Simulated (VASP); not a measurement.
# ZnRe (P-6m2) in VASP: notebook

Runs on ZnRe. Level: PBEsol. Tasks: single point.

Program: VASP 6.6.1. These are calculated values, not measurements. Logs are shortened: lines on timing, memory, paths and dates and some standing lists are left out, and cuts for length are marked.

## 1. The cell of the first run

It takes space group P-6m2 (No. 187, hexagonal). The conventional cell has a = 2.901 Å, b = 2.901 Å, c = 4.033 Å, α = 90.00°, β = 90.00°, γ = 120.00°. Within 3.5 Å of Zn (site symmetry -6m2) lie 6 Re at 2.62 Å and 6 Zn at 2.90 Å. Re (site symmetry -6m2) has 6 Zn at 2.62 Å and 6 Re at 2.90 Å within 3.5 Å.

## 2. Single point, PBEsol

The input, INCAR:

```
ALGO = Normal
EDIFF = 1E-6
ENCUT = 520
GGA = PS
ISIF = 2
ISMEAR = 0
LASPH = T
LCHARG = F
LREAL = F
LWAVE = F
NBANDS = 16
NELM = 100
PREC = Accurate
SIGMA = 0.15
```

The input, KPOINTS:

```
k-points
0
Gamma
  21 21 12
```

The input, POSCAR:

```
ZnRe
1.0
    2.9012039418      0.0000000000      0.0000000000
   -1.4506019709      2.5125163152      0.0000000000
    0.0000000000      0.0000000000      4.0326023296
Zn Re
1 1
Direct
    0.0000000000      0.0000000000      0.0000000000
    0.3333333333      0.6666666667      0.5000000000
```

Potentials or basis: VASP PAW PBE potentials, release 64 (Zn, Re).

Started as:

```console
$ cat potpaw_PBE.64/Zn/POTCAR potpaw_PBE.64/Re/POTCAR > POTCAR
$ mpirun -np 1 vasp_std > vasp.out
```

OUTCAR:

```text
EDIFF = 1E-6
   ENCUT = 520
   GGA = PS
   ISIF = 2
   ISMEAR = 0
   LASPH = T
   LREAL = F
   NELM = 100
   PREC = Accurate

 ion  position               nearest neighbor table
   1  0.000  0.000  0.000-   2 2.62   2 2.62   2 2.62   2 2.62   2 2.62   2 2.62
   2  0.333  0.667  0.500-   1 2.62   1 2.62   1 2.62   1 2.62   1 2.62   1 2.62

  LATTYP: Found a hexagonal cell.
 ALAT       =     2.9012039418
 C/A-ratio  =     1.3899754759

  Lattice vectors:

 A1 = (   2.9012039418,   0.0000000000,   0.0000000000)
 A2 = (  -1.4506019709,   2.5125163152,   0.0000000000)
 A3 = (   0.0000000000,   0.0000000000,   4.0326023296)

Analysis of symmetry for initial positions (statically):
=====================================================================
 Subroutine PRICEL returns:
 Original cell was already a primitive cell.

 Routine SETGRP: Setting up the symmetry group for a
 hexagonal supercell.

 Subroutine GETGRP returns: Found 12 space group operations
 (whereof 12 operations were pure point group operations)
 out of a pool of 24 trial point group operations.

The static configuration has the point symmetry D_3h.

Analysis of symmetry for dynamics (positions and initial velocities):
=====================================================================
 Subroutine PRICEL returns:
 Original cell was already a primitive cell.

 Routine SETGRP: Setting up the symmetry group for a
 hexagonal supercell.

 Subroutine GETGRP returns: Found 12 space group operations
 (whereof 12 operations were pure point group operations)
 out of a pool of 24 trial point group operations.

The dynamic configuration has the point symmetry D_3h.

 Subroutine INISYM returns: Found 12 space group operations
 (whereof 12 operations are pure point group operations),
 and found     1 'primitive' translations

----------------------------------------------------------------------------------------

                                     Primitive cell

  volume of cell :      29.3949

  direct lattice vectors                    reciprocal lattice vectors
     2.901203942  0.000000000  0.000000000     0.344684490  0.199003683  0.000000000
[... 75 lines left out ...]
   NGXF,Y,Z  is equivalent  to a cutoff of  27.51, 27.51, 24.74 a.u.
 SYSTEM =  unknown system
   PREC   = accura    normal or accurate (medium, high low for compatibility)
   ISTART =      0    job   : 0-new  1-cont  2-samecut
   ICHARG =      2    charge: 1-file 2-atom 10-const
   ISPIN  =      1    spin polarized calculation?
   LNONCOLLINEAR =      F non collinear calculations
   LSORBIT =      F    spin-orbit coupling
   LASPH  =      T    aspherical Exc in radial PAW
   ENCUT  =  520.0 eV  38.22 Ry    6.18 a.u.   5.39  5.39  7.50*2*pi/ulx,y,z
   NELM   =    100;   NELMIN=  2; NELMDL= -5     # of ELM steps
   EDIFF  = 0.1E-05   stopping-criterion for ELM
   LREAL  =      F    real-space projection
   EDIFFG = 0.1E-04   stopping-criterion for IOM
   NSW    =      0    number of steps for IOM
   IBRION =     -1    ionic relax: 0-MD 1-quasi-New 2-CG
   NFREE  =      0    steps in history (QN), initial steepest desc. (CG)
   ISIF   =      2    stress and relaxation
   ISYM   =      2    0-nonsym 1-usesym 2-fastsym
   POTIM  = 0.5000    time-step for ionic-motion
   TEBEG  =    0.0;   TEEND  =   0.0 temperature during run
   PSTRESS=    0.0 pullay stress
   NELECT =      19.0000    total number of electrons
   NUPDOWN=      -1.0000    fix difference up-down
   EMIN   =  10.00;   EMAX   =-10.00  energy-range for DOS
   EFERMI =   0.00;   METHOD = LEGACY
   ISMEAR =     0;   SIGMA  =   0.15  broadening in eV -4-tet -1-fermi 0-gaus
   EFERMI_NEDOS =   21; number of points for ismear=-14 and -15
   IALGO  =     38    algorithm
   IMIX   =      4    mixing-type and parameters
     AMIX     =   0.40;   BMIX     =  1.00
     AMIX_MAG =   1.60;   BMIX_MAG =  1.00
  volume/ion in A,a.u.               =      14.70        99.18
  Fermi-wavevector in a.u.,A,eV,Ry     =   1.415474  2.674858 27.260173  2.003566
  Thomas-Fermi vector in A             =   2.536909
   LORBIT       =      0    0 simple, 1 ext, 2 COOP (PROOUT), +10 PAW based schemes
   GGA     = PS    functional components
   LHFCALC =     F    Hartree Fock is set to
   AEXX    =    0.0000 exact exchange contribution
   IVDW    =     0    specifies the selected vdW correction
   LEPSILON=     F    determine dielectric tensor
   LRPA    =     F    only Hartree local field effects (RPA)
 non-spin polarized calculation
 Gauss-broadening in eV      SIGMA  =   0.15
  energy-cutoff  :      520.00
  volume of cell :       29.39
 maximum number of plane-waves:       819
 NGX is ok and might be reduce to    24

 number of electron      19.0000020 magnetization

 Free energy of the ion-electron system (eV)
  ---------------------------------------------------
  ext. energy  EPLUGINS =         0.00000000
  ---------------------------------------------------
  free energy    TOTEN  =       -14.06341070 eV

  energy without entropy =      -14.04557222  energy(sigma->0) =      -14.05449146

 E-fermi :   5.0126     XC(G=0): -12.9118

 val. band max:        5.0124238608   @ k =   0.4286   0.1429   0.0833
 cond. band min:       5.0193617973   @ k =   0.3810   0.0476   0.3333
 fundamental gap:      0.0069379365
 Fermi energy:         5.0126255484

 k-point     1 :       0.0000    0.0000    0.0000
  band No.  band energies     occupation
      1      -4.9445      2.00000
      2      -2.5539      2.00000
      3      -1.9233      2.00000
      4      -1.9233      2.00000
      5      -1.7568      2.00000
      6      -1.7568      2.00000
[... 433 lines left out ...]
      3      -2.0211      2.00000
      4      -1.9986      2.00000
      5      -1.8615      2.00000
      6      -1.6079      2.00000
[... 8 lines left out ...]
     15      15.2754      0.00000
     16      20.7158      0.00000

 [... further k-points ...]
[... 5 lines left out ...]
  --------------------------------------------------------------------------------------
  -------------------------------------------------------------------------------------
  Total       -3.7428152     -3.7428152      2.6542267      0.0000000      0.0000000      0.0000000
  in kB     -204.0029396   -204.0029396    144.6691890      0.0000000      0.0000000      0.0000000
  external PRESSURE =     -87.7788968 kB  Pullay stress =       0.0000000 kB

 VOLUME and BASIS-vectors are now :
 -----------------------------------------------------------------------------
  energy-cutoff  :      520.00
  volume of cell :       29.39
      direct lattice vectors                 reciprocal lattice vectors
     2.901203942  0.000000000  0.000000000     0.344684490  0.199003683  0.000000000
    -1.450601971  2.512516315  0.000000000     0.000000000  0.398007366  0.000000000
     0.000000000  0.000000000  4.032602330     0.000000000  0.000000000  0.247978828

 POSITION                                       TOTAL-FORCE (eV/Angst)
 -----------------------------------------------------------------------------------
      0.00000      0.00000      0.00000        -0.000000      0.000000      0.000000
     -0.00000      1.67501      2.01630         0.000000     -0.000000      0.000000
 -----------------------------------------------------------------------------------
    total drift:                                0.000000     -0.000000      0.000000

  FREE ENERGIE OF THE ION-ELECTRON SYSTEM (eV)
  ---------------------------------------------------
  free  energy   TOTEN  =       -14.0634107042 eV

  energy  without entropy=      -14.0455722174  energy(sigma->0) =      -14.05449146
```

stdout:

```text
POSCAR found type information on POSCAR ZnRe
 POSCAR found :  2 types and       2 ions
 scaLAPACK will be used
 -----------------------------------------------------------------------------
|                                                                             |
|                                                                             |
|     You enforced a specific xc type in the INCAR file but a different       |
|     I HOPE YOU KNOW WHAT YOU ARE DOING!                                     |
|                                                                             |
 -----------------------------------------------------------------------------

 LDA part: xc-table for (Slater+PW92), standard interpolation
 POSCAR, INCAR and KPOINTS ok, starting setup
 FFT: planning ... GRIDC
 FFT: planning ... GRID_SOFT
 FFT: planning ... GRID
 WAVECAR not read
 entering main loop
```

Run time: 48 s. Hardware: 1 thread of Intel Xeon 6975P-C (Granite Rapids), shared host; peak memory 0.29 GiB.

Results:

```yaml
Free_energy: -14.0634 eV
Pressure: -8.8 GPa
```

Levels at points of the mesh, in eV from the Fermi level:
```csv
k point,band 6,band 7,band 8,band 9,band 10,band 11,band 12,band 13,band 14,band 15
"(0.00, 0.00, 0.00)",-6.77,-3.70,-1.10,-1.10,0.37,1.34,1.34,7.82,13.70,15.08
"(0.00, 0.00, 0.50)",-6.80,-6.45,-1.61,-0.83,-0.83,1.13,1.13,12.80,13.79,14.52
```

Caveat: the PAW data sets were made with another functional, which shifts forces and pressure a little; spin-orbit coupling is left out, which moves the levels of the heavy elements.

## 3. Single point, PBEsol

This run uses another cell than the first one, of the same volume but with other edges.

The input, INCAR:

```
PREC = Accurate ; ENCUT = 520
EDIFF = 1E-6 ; ISMEAR = 0
SIGMA = 0.15 ; LREAL = F
LASPH = T ; NELM = 100
ALGO = Normal ; ISIF = 2
LWAVE = F ; LCHARG = T
GGA = PS ; LELF = T
LVHAR = T ; NBANDS = 16
```

The input, KPOINTS:

```
regular mesh
0
Gamma
  21 21 12
```

The input, POSCAR:

```
ZnRe
1.0
    2.8256733674      0.0000000000      0.0000000000
   -1.4128366837      2.4471049190      0.0000000000
    0.0000000000      0.0000000000      4.2510674692
Zn Re
1 1
Direct
    0.0000000000      0.0000000000      0.0000000000
    0.3333333333      0.6666666667      0.5000000000
```

Potentials or basis: VASP PAW PBE potentials, release 64 (Zn, Re).

Started as:

```console
$ cat potpaw_PBE.64/Zn/POTCAR potpaw_PBE.64/Re/POTCAR > POTCAR
$ mpirun -np 1 vasp_std > vasp.out
```

Wall time 48 s (1 thread of Intel Xeon 6975P-C (Granite Rapids), shared host); peak memory 0.29 GiB.

Results (log left out):

| Quantity | Value |
| --- | --- |
| Free energy | -14.3384 eV |
| Pressure | -10.0 GPa |

Stress tensor (GPa, compression positive):
```
-16.94   0.00   0.00
  0.00 -16.94   0.00
  0.00   0.00   3.77
```

Levels at points of the mesh, in eV from the Fermi level:
| k point | band 6 | band 7 | band 8 | band 9 | band 10 | band 11 | band 12 | band 13 | band 14 | band 15 |
| --- | --- | --- | --- | --- | --- | --- | --- | --- | --- | --- |
| (0.00, 0.00, 0.00) | -6.81 | -4.33 | -1.15 | -1.15 | -0.63 | 1.47 | 1.47 | 6.30 | 14.22 | 16.03 |
| (0.00, 0.00, 0.50) | -6.83 | -6.75 | -2.38 | -0.99 | -0.99 | 1.35 | 1.35 | 11.29 | 14.19 | 15.46 |

Caveat: the PAW data sets were made with another functional, which shifts forces and pressure a little; spin-orbit coupling is left out, which moves the levels of the heavy elements.
